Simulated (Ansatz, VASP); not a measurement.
# One calculation of La, two programs

Contents of INCAR:

```
PREC = Accurate ; ENCUT = 520
EDIFF = 1E-6 ; ISMEAR = -1
SIGMA = 0.08 ; LREAL = F
LASPH = T ; NELM = 60
ALGO = Normal ; ISIF = 2
LWAVE = F ; LCHARG = F
GGA = PE ; NBANDS = 18
```

File KPOINTS:

```
regular mesh
0
Gamma
  13 13 7
```

POSCAR

```
La
1.0
    2.8049703390      0.0000000000      0.0000000000
   -1.4024851696      2.4291755705      0.0000000000
    0.0000000000      0.0000000000      4.7561053449
La
2
Direct
    0.3333333333      0.6666666667      0.2500000000
    0.6666666667      0.3333333333      0.7500000000
```

Input for Ansatz:

```yaml
crystal:
  lattice:
    - [2.804970339, 0.0, 0.0]
    - [-1.4024851696, 2.4291755705, 0.0]
    - [0.0, 0.0, 4.7561053449]
  atoms:
    - { symbol: La, position: [0.3333333333, 0.6666666667, 0.25] }
    - { symbol: La, position: [0.6666666667, 0.3333333333, 0.75] }
kpoints:
  mp_grid: { grid: [13, 13, 7] }
  band_path:
    path:
      - [0.0, 0.0, 0.0]
      - [0.5, 0.0, 0.0]
      - [0.3333333333, 0.3333333333, 0.0]
      - [0.0, 0.0, 0.0]
      - [0.0, 0.0, 0.5]
      - [0.5, 0.0, 0.5]
      - [0.3333333333, 0.3333333333, 0.5]
      - [0.0, 0.0, 0.5]
      - [0.5, 0.0, 0.5]
    npoints: 8
scf:
  occupations: { method: fermi_dirac, width: 0.08 }
hamiltonian:
  xc: pbe
  pseudopotentials: { kind: all_electron, lapw: { basis_error: 0.001 } }
output:
  forces: true
  stress: true
  eigenvalues: true
  populations: true
  dos: { projected: true, de: 0.2, e_range: [-14, 8] }
```

Change from the starting cell: volume scaled by 0.43, LAPW.

Alike in both runs: task single point; functional PBE; k mesh 13 × 13 × 7; occupations fermi-dirac, width 0.08 eV; no spin polarisation.

|  | VASP | Ansatz |
| --- | --- | --- |
| version | VASP 6.6.1 | Ansatz 0.2.0 |
| potentials or method | VASP PAW PBE potentials, release 64 (La), cutoff 520 eV | all-electron LAPW, scalar-relativistic |

Ansatz gave:

| Quantity | Value |
| --- | --- |
| pressure (GPa) | 100.5 |
| traceless stress, the component that is largest in VASP (GPa) | 0.25 |

Q: Estimate VASP's values.

A: Pressure (GPa): 101.2; traceless stress, the component that is largest in VASP (GPa): 0.05.

Both programs put the cell under a high pressure, so it lies far from rest at this level. Ansatz ran all-electron here, and VASP with PAW potentials.

Spin-orbit coupling is off throughout. Noted on VASP's run: the cell as given lies far from equilibrium.
